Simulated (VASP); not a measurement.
# Be in VASP: notebook, part 2 of 2

VASP 6.6.1. Earlier steps stand in the parts before.

### 4 Single point, PBEsol

File INCAR:

```
ALGO = Normal
EDIFF = 1E-6
ENCUT = 520
GGA = PS
GGA_COMPAT = F
ISIF = 2
ISMEAR = 0
LASPH = T
LCHARG = F
LREAL = F
LWAVE = F
NBANDS = 34
NELM = 120
NELMDL = -8
PREC = Accurate
SIGMA = 0.05
```

File KPOINTS:

```
k-points
0
Gamma
  5 4 1
```

File POSCAR:

```
Be
1.0
    4.5800000000      0.0000000000      0.0000000000
    3.4350000000      5.9495950000      0.0000000000
    0.0000000000      0.0000000000     15.5884300000
Be
19
Direct
    0.0000000000      0.0000000000      0.0641501421
    0.5000000000      0.0000000000      0.0641501421
    0.0000000420      0.3333332773      0.0641501421
    0.5000000420      0.3333332773      0.0641501421
    0.0000000840      0.6666665546      0.0641501421
    0.5000000840      0.6666665546      0.0641501421
   -0.1666666387      0.2222221849      0.1792492894
    0.3333333613      0.2222221849      0.1792492894
   -0.1666665966      0.5555554622      0.1792492894
    0.3333334034      0.5555554622      0.1792492894
   -0.1666665546      0.8888887395      0.1792492894
    0.3333334454      0.8888887395      0.1792492894
    0.0000000000      0.0000000000      0.2943484366
    0.5000000000      0.0000000000      0.2943484366
    0.0000000420      0.3333332773      0.2943484366
    0.5000000420      0.3333332773      0.2943484366
    0.0000000840      0.6666665546      0.2943484366
    0.5000000840      0.6666665546      0.2943484366
    0.4868954584     -0.3393293157      0.4207242166
```

Potentials or basis: VASP PAW PBE potentials, release 64 (Be).

Run with:

```console
$ cat potpaw_PBE.64/Be/POTCAR > POTCAR
$ mpirun -np 1 vasp_std > vasp.out
```

OUTCAR:

```text
EDIFF = 1E-6
   ENCUT = 520
   GGA = PS
   ISIF = 2
   ISMEAR = 0
   LASPH = T
   LREAL = F
   NELM = 120
   NELMDL = -8
   PREC = Accurate

 ion  position               nearest neighbor table
   1  0.000  0.000  0.064-   7 2.23  11 2.23  12 2.23   3 2.29   4 2.29   2 2.29   2 2.29   6 2.29
                             5 2.29
   2  0.500  0.000  0.064-   8 2.23  12 2.23  11 2.23   4 2.29   3 2.29   1 2.29   1 2.29   5 2.29
                             6 2.29
   3  0.000  0.333  0.064-   9 2.23   8 2.23   7 2.23   5 2.29   1 2.29   2 2.29   6 2.29   4 2.29
                             4 2.29
   4  0.500  0.333  0.064-  10 2.23   7 2.23   8 2.23   6 2.29   2 2.29   1 2.29   5 2.29   3 2.29
                             3 2.29
[... 626 lines left out ...]
  in kB      -53.1101067    -42.8971254     -6.1386483      1.7559852      0.1891761     -0.7204593
  external PRESSURE =     -34.0486268 kB  Pullay stress =       0.0000000 kB

 VOLUME and BASIS-vectors are now :
 -----------------------------------------------------------------------------
  energy-cutoff  :      520.00
  volume of cell :      424.77
      direct lattice vectors                 reciprocal lattice vectors
     4.580000000  0.000000000  0.000000000     0.218340611 -0.126059001  0.000000000
     3.435000000  5.949595000  0.000000000     0.000000000  0.168078668  0.000000000
     0.000000000  0.000000000 15.588430000     0.000000000  0.000000000  0.064150142

 POSITION                                       TOTAL-FORCE (eV/Angst)
 -----------------------------------------------------------------------------------
      0.00000      0.00000      1.00000         0.014607      0.035922     -0.006080
      2.29000      0.00000      1.00000        -0.015672      0.054810     -0.069860
      1.14500      1.98320      1.00000         0.001010     -0.041668     -0.003702
      3.43500      1.98320      1.00000         0.020759     -0.056674     -0.073637
      2.29000      3.96640      1.00000         0.029631     -0.003303     -0.022063
      4.58000      3.96640      1.00000        -0.003383      0.010123      0.035192
[... 11 lines left out ...]
      4.58000      3.96640      4.58843         0.048623      0.067269     -0.817770
      4.49939      3.93072      6.55843        -0.059998     -0.024755     -0.853418
 -----------------------------------------------------------------------------------
    total drift:                                0.000008      0.000007     -0.000712

  FREE ENERGIE OF THE ION-ELECTRON SYSTEM (eV)
  ---------------------------------------------------
  free  energy   TOTEN  =       -67.0472709074 eV

  energy  without entropy=      -67.0363467520  energy(sigma->0) =      -67.04180883
```

stdout:

```text
POSCAR found type information on POSCAR Be
 POSCAR found :  1 types and      19 ions
 scaLAPACK will be used
 -----------------------------------------------------------------------------
|                                                                             |
|                                                                             |
|     You have a (more or less) 'large supercell' and for larger cells it     |
|     might be more efficient to use real-space projection operators.         |
|     Therefore, try LREAL= Auto in the INCAR file.                           |
|     Mind: For very accurate calculation, you might also keep the            |
|     reciprocal projection scheme (i.e. LREAL=.FALSE.).                      |
|                                                                             |
 -----------------------------------------------------------------------------

 -----------------------------------------------------------------------------
|                                                                             |
|                                                                             |
|     You enforced a specific xc type in the INCAR file but a different       |
|     I HOPE YOU KNOW WHAT YOU ARE DOING!                                     |
|                                                                             |
 -----------------------------------------------------------------------------

 LDA part: xc-table for (Slater+PW92), standard interpolation
 POSCAR, INCAR and KPOINTS ok, starting setup
 FFT: planning ... GRIDC
 FFT: planning ... GRID_SOFT
 FFT: planning ... GRID
 WAVECAR not read
 entering main loop
```

Run time: 5 min. Hardware: 1 thread of Intel Xeon 8259CL, shared host; peak memory 0.56 GiB.

What came out:

```yaml
Free_energy: -67.0473 eV
Largest_force: 0.856 eV/Å
Band_gap_on_the_k_mesh: zero (bands 19 and 20 overlap by 0.62 eV)
```

Forces on the atoms (eV/Å):
```
Be   0.015  0.036 -0.006
Be  -0.016  0.055 -0.070
Be   0.001 -0.042 -0.004
Be   0.021 -0.057 -0.074
Be   0.030 -0.003 -0.022
Be  -0.003  0.010  0.035
Be   0.034 -0.035  0.058
Be  -0.057  0.037  0.051
Be  -0.032 -0.055  0.009
Be   0.027 -0.048  0.017
Be   0.007  0.039  0.089
Be  -0.031  0.009  0.010
Be   0.047 -0.002  0.230
Be  -0.036  0.009  0.293
Be  -0.121 -0.016  0.257
Be   0.111 -0.045  0.339
Be   0.017  0.065  0.458
Be   0.049  0.067 -0.818
Be  -0.060 -0.025 -0.853
```

Caveat: there is no dipole correction, which matters where the two faces differ; the PAW data sets were made with another functional, which shifts forces and pressure a little.

### 5 Summary

```tsv
cell	gap on the mesh (eV)	largest force (eV/Å)
as given, atomic positions A	none	0.22
as given, atomic positions B	none	0.87
as given, atomic positions C	none	0.86
```

Alike in all rows: task single point; level PBEsol; potentials or basis VASP PAW PBE potentials, release 64 (Be); no spin polarisation; k mesh 5 × 4 × 1; cutoff (eV) 520; smearing gaussian 0.05 eV.

Caveats: there is no dipole correction, which matters where the two faces differ; the PAW data sets were made with another functional, which shifts forces and pressure a little.

Total energies depend on the potentials used, so only differences within one code and one set of settings carry meaning.
